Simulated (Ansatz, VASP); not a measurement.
# Ga2O3 in VASP and in Ansatz

The input POSCAR:

```
Ga2O3
1.0
    6.1278415757     -1.5195305764      0.0025325578
    6.1278415757      1.5195305764      0.0025325578
   -1.3883852660      0.0000000000      5.6399772456
Ga O
4 6
Direct
    0.0905209738      0.0905209738      0.7947888382
    0.9094790262      0.9094790262      0.2052111618
    0.6587278752      0.6587278752      0.3144766576
    0.3412721248      0.3412721248      0.6855233424
    0.1642143310      0.1642143310      0.1091577328
    0.8357856690      0.8357856690      0.8908422672
    0.1733419983      0.1733419983      0.5635248269
    0.8266580017      0.8266580017      0.4364751731
    0.4957565973      0.4957565973      0.2215550941
    0.5037148571      0.5037148571      0.7437626390
```

INCAR.step1

```
ALGO = Normal
EDIFF = 1E-4
ENCUT = 520
GGA = PE
ISMEAR = 0
LASPH = T
LCHARG = F
LREAL = F
LWAVE = T
NBANDS = 55
NELM = 60
PREC = Accurate
SIGMA = 0.05
```

The input INCAR.step2:

```
ALGO = Normal
EDIFF = 1E-7
ENCUT = 520
ISIF = 2
ISMEAR = 0
ISTART = 1
LASPH = T
LCHARG = F
LMIXTAU = T
LREAL = F
LWAVE = F
METAGGA = R2SCAN
NBANDS = 55
NELM = 60
PREC = Accurate
SIGMA = 0.05
```

File KPOINTS:

```
k-points
0
Gamma
  8 8 4
```

Input for Ansatz:

```yaml
crystal:
  lattice:
    - [6.1278415757, -1.5195305764, 0.0025325578]
    - [6.1278415757, 1.5195305764, 0.0025325578]
    - [-1.388385266, 0.0, 5.6399772456]
  atoms:
    - { symbol: Ga, position: [0.0905209738, 0.0905209738, 0.7947888382] }
    - { symbol: Ga, position: [0.9094790262, 0.9094790262, 0.2052111618] }
    - { symbol: Ga, position: [0.6587278752, 0.6587278752, 0.3144766576] }
    - { symbol: Ga, position: [0.3412721248, 0.3412721248, 0.6855233424] }
    - { symbol: O, position: [0.164214331, 0.164214331, 0.1091577328] }
    - { symbol: O, position: [0.835785669, 0.835785669, 0.8908422672] }
    - { symbol: O, position: [0.1733419983, 0.1733419983, 0.5635248269] }
    - { symbol: O, position: [0.8266580017, 0.8266580017, 0.4364751731] }
    - { symbol: O, position: [0.4957565973, 0.4957565973, 0.2215550941] }
    - { symbol: O, position: [0.5037148571, 0.5037148571, 0.743762639] }
basis:
  ecutwfc: 500
kpoints:
  mp_grid: { grid: [8, 8, 4] }
hamiltonian:
  xc: r2scan
scf:
  occupations: { method: gaussian, width: 0.05 }
output:
  forces: true
  stress: true
  eigenvalues: true
```

Alike in both runs: task single point; functional r2SCAN; k mesh 8 × 8 × 4; occupations gaussian, width 0.05 eV; no spin polarisation.

|  | VASP | Ansatz |
| --- | --- | --- |
| version | VASP 6.6.1 | Ansatz 0.2.0 |
| potentials or method | VASP PAW PBE potentials, release 64 (Ga_d, O), cutoff 520 eV | scalar-relativistic, plane waves, PAW |
| valence electrons in the cell | 88 | 88 |

|  | VASP | Ansatz | Ansatz less VASP |
| --- | --- | --- | --- |
| gap on the k mesh at the Fermi level (eV) | 2.98 | 3.00 | +0.024 |
| least direct gap on the mesh (eV) | 3.05 | 3.07 | +0.019 |
| pressure (GPa) | 1.9 | 0.1 | -1.84 |
| traceless stress, the component that is largest in VASP (GPa) | 0.49 | 0.48 | -0.018 |
| rms of the force components (eV/Å) | 0.263 | 0.261 | -0.0020 |

VASP's potentials were made for PBE, not for r2SCAN. Atom by atom the forces differ by 0.035 eV/Å (rms over components).
